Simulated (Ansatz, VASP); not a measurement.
## One calculation of Mg5Se, two programs

Contents of INCAR:

```
SYSTEM = Mg5Se
ALGO = Normal ; EDIFF = 1E-6
EDIFFG = -0.04 ; ENCUT = 600
GGA = PE ; IBRION = 2
ISIF = 3 ; ISMEAR = 0
LASPH = .TRUE. ; LCHARG = .FALSE.
LREAL = .FALSE. ; LWAVE = .FALSE.
NELM = 80 ; NSW = 90
PREC = Accurate ; SIGMA = 0.1
```

KPOINTS

```
k-points
0
G
  4 4 4
  0 0 0
```

Contents of POSCAR:

```
Mg5Se
1.0
    0.0000000000      3.7982900700      3.7982900700
    3.7982900700      0.0000000000      3.7982900700
    3.7982900700      3.7982900700      0.0000000000
Mg Se
5 1
Direct
    0.1250000000      0.6250000000      0.6250000000
    0.6250000000      0.6250000000      0.6250000000
    0.6250000000      0.1250000000      0.6250000000
    0.6250000000      0.6250000000      0.1250000000
    0.2500000000      0.2500000000      0.2500000000
    0.0000000000      0.0000000000      0.0000000000
```

Input for Ansatz:

```yaml
crystal:
  lattice:
    - [0.0, 3.79829007, 3.79829007]
    - [3.79829007, 0.0, 3.79829007]
    - [3.79829007, 3.79829007, 0.0]
  atoms:
    - { symbol: Mg, position: [0.125, 0.625, 0.625] }
    - { symbol: Mg, position: [0.625, 0.625, 0.625] }
    - { symbol: Mg, position: [0.625, 0.125, 0.625] }
    - { symbol: Mg, position: [0.625, 0.625, 0.125] }
    - { symbol: Mg, position: [0.25, 0.25, 0.25] }
    - { symbol: Se, position: [0.0, 0.0, 0.0] }
basis:
  ecutwfc: 420
kpoints:
  mp_grid: { grid: [4, 4, 4] }
hamiltonian:
  xc: pbe
scf:
  occupations: { method: gaussian, width: 0.1 }
  lower_state_search: "off"
output:
  forces: true
  stress: true
  eigenvalues: true
relax:
  adjacent_minimum: "off"
  f_tol: 0.04
  max_steps: 70
  cell: { stress_tol: 0.4 }
```

Change from the starting cell: species swapped into the DyCu5 type (F-43m, No. 216).

Alike in both runs: task relaxation of cell and atoms; functional PBE; k mesh 4 × 4 × 4; occupations gaussian, width 0.1 eV; no spin polarisation.

|  | VASP | Ansatz |
| --- | --- | --- |
| version | VASP 6.6.1 | Ansatz 0.2.0 |
| potentials or method | VASP PAW PBE potentials, release 64 (Mg, Se), cutoff 600 eV | scalar-relativistic, plane waves, PAW |
| valence electrons in the cell | 16 | 66 |

|  | VASP | Ansatz | Ansatz less VASP |
| --- | --- | --- | --- |
| gap on the k mesh at the Fermi level, each at its own relaxed structure (eV) | none | none | - |
| relaxed volume (Å³/atom) | 23.49 | 23.32 | -0.170 |
| relaxed cell length with the largest relative difference (Å) | 5.841 | 5.827 | -0.0141 |

A gap of «none» marks a metal or a gap that the smearing closes. VASP's potentials hold 16 valence electrons a cell and Ansatz's 66, so a difference there can come from the potentials and not from the codes.

Noted on VASP's run: the volume moved by over 15 % at a fixed basis, so the end points are rough.
